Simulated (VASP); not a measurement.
Input of a VASP 6.6.1 run:

File INCAR:

```
SYSTEM = La
  PREC = Accurate
  ENCUT = 520
  EDIFF = 1E-7
  ISMEAR = -1
  SIGMA = 0.1
  LREAL = .FALSE.
  LASPH = .TRUE.
  NELM = 60
  ALGO = Normal
  ISIF = 2
  LWAVE = .FALSE.
  LCHARG = .FALSE.
  GGA = PE
  NBANDS = 12
```

File KPOINTS:

```
regular mesh
0
G
  8 8 8
  0 0 0
```

The input POSCAR:

```
La
1.0
    0.0000000000      2.6455000000      2.6455000000
    2.6455000000      0.0000000000      2.6455000000
    2.6455000000      2.6455000000      0.0000000000
La
1
Direct
    0.0000000000      0.0000000000      0.0000000000
```

Potentials or basis: VASP PAW PBE potentials, release 64 (La).

Command:

```sh
$ cat potpaw_PBE.64/La/POTCAR > POTCAR
$ mpirun -np 1 vasp_std > vasp.out
```

(1) Estimate the pressure.

Results:

(1) -0.1 GPa.
